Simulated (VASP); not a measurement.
Runs of VASP 6.6.1 on TiAl3. The structure is that of space group I4/mmm (No. 139), or close to it. The cells are those of the table. 

```tsv
cell	cutoff (eV)	gap on the mesh (eV)	pressure (GPa)
a = 4.952 Å, angles 134.3, 134.3, 66.6°, 4 atoms	500	none	(b)
a = 5.392 Å, angles 138.2, 138.2, 60.6°, 4 atoms	520	none	-6.2
a = 5.040 Å, angles 137.0, 137.0, 62.4°, 4 atoms	500	none	10.5
a = 5.338 Å, angles 139.5, 139.5, 58.5°, 4 atoms	500	none	(a)
a = 5.505 Å, angles 135.7, 135.7, 64.5°, 4 atoms	520	none	-15.0
```

Alike in all rows: task single point; level PBE; potentials or basis VASP PAW PBE potentials, release 64 (Ti_sv, Al); no spin polarisation; k mesh 18 × 18 × 18; smearing gaussian 0.15 eV.

Question: Estimate the missing entries.

Answer: (a) 2.4; (b) 4.6.

Caveats: the stress differs along the axes, from 2 to 9 GPa (at least some runs); the stress differs along the axes, from -14 to -2 GPa (at least some runs); the stress differs along the axes, from 4 to 14 GPa (at least some runs); the stress differs along the axes, from -13 to 10 GPa (at least some runs); the cell stands under tension (at least some runs).

A gap of «none» marks levels without a gap at the run's occupations.
